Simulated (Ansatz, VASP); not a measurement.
## Two plane-wave programs on AlNi3

Contents of INCAR:

```
SYSTEM = AlNi3
PREC     = Accurate       ! precision mode
ENCUT    = 520            ! plane-wave cutoff, eV
EDIFF    = 1E-6           ! SCF threshold, eV
ISMEAR   = 0              ! smearing method
SIGMA    = 0.15           ! smearing width, eV
LREAL    = .False.        ! projectors in reciprocal space
LASPH    = .True.         ! aspherical terms in the spheres
NELM     = 60             ! most SCF steps
ALGO     = Fast           ! electronic algorithm
ISIF     = 2              ! what is computed and relaxed
LWAVE    = .False.        ! write WAVECAR
LCHARG   = .False.        ! write CHGCAR
GGA      = PS             ! functional
NBANDS   = 24             ! bands
```

Contents of KPOINTS:

```
Automatic mesh
0
Gamma
  14 14 14
  0 0 0
```

File POSCAR:

```
AlNi3
1.0
    0.0000000000      2.7984078565      2.7984078565
    2.7984078565      0.0000000000      2.7984078565
    2.7984078565      2.7984078565      0.0000000000
Al Ni
1 3
Direct
    0.4582214475      0.4582214475      0.4582214475
    0.2500000000      0.2500000000      0.2500000000
    0.0000000000      0.0000000000      0.0000000000
    0.7500000000      0.7500000000      0.7500000000
```

Input for Ansatz:

```yaml
crystal:
  lattice:
    - [0.0, 2.7984078565, 2.7984078565]
    - [2.7984078565, 0.0, 2.7984078565]
    - [2.7984078565, 2.7984078565, 0.0]
  atoms:
    - { symbol: Al, position: [0.4582214475, 0.4582214475, 0.4582214475] }
    - { symbol: Ni, position: [0.25, 0.25, 0.25] }
    - { symbol: Ni, position: [0.0, 0.0, 0.0] }
    - { symbol: Ni, position: [0.75, 0.75, 0.75] }
basis:
  ecutwfc: 420
kpoints:
  mp_grid: { grid: [14, 14, 14] }
hamiltonian:
  xc: pbesol
scf:
  occupations: { method: gaussian, width: 0.15 }
output:
  forces: true
  stress: true
  eigenvalues: true
```

Alike in both runs: task single point; functional PBEsol; k mesh 14 × 14 × 14; occupations gaussian, width 0.15 eV; no spin polarisation.

|  | VASP | Ansatz |
| --- | --- | --- |
| version | VASP 6.6.1 | Ansatz 0.2.0 |
| potentials or method | VASP PAW PBE potentials, release 64 (Al, Ni), cutoff 520 eV | scalar-relativistic, plane waves, PAW |
| valence electrons in the cell | 33 | 57 |

|  | VASP | Ansatz | Ansatz less VASP |
| --- | --- | --- | --- |
| gap on the k mesh at the Fermi level (eV) | none | none | - |
| pressure (GPa) | 8.5 | 8.5 | 0.00 |
| traceless stress, the component that is largest in VASP (GPa) | 5.54 | 5.48 | -0.058 |
| rms of the force components (eV/Å) | 1.801 | 1.784 | -0.0168 |

VASP's potentials were made for PBE, not for PBEsol. Atom by atom the forces differ by 0.017 eV/Å (rms over components). A gap of «none» marks a metal or a gap that the smearing closes. The functional is the same, so the differences come from potentials, cutoffs and numerics. VASP's potentials hold 33 valence electrons a cell and Ansatz's 57, so a difference there can come from the potentials and not from the codes.
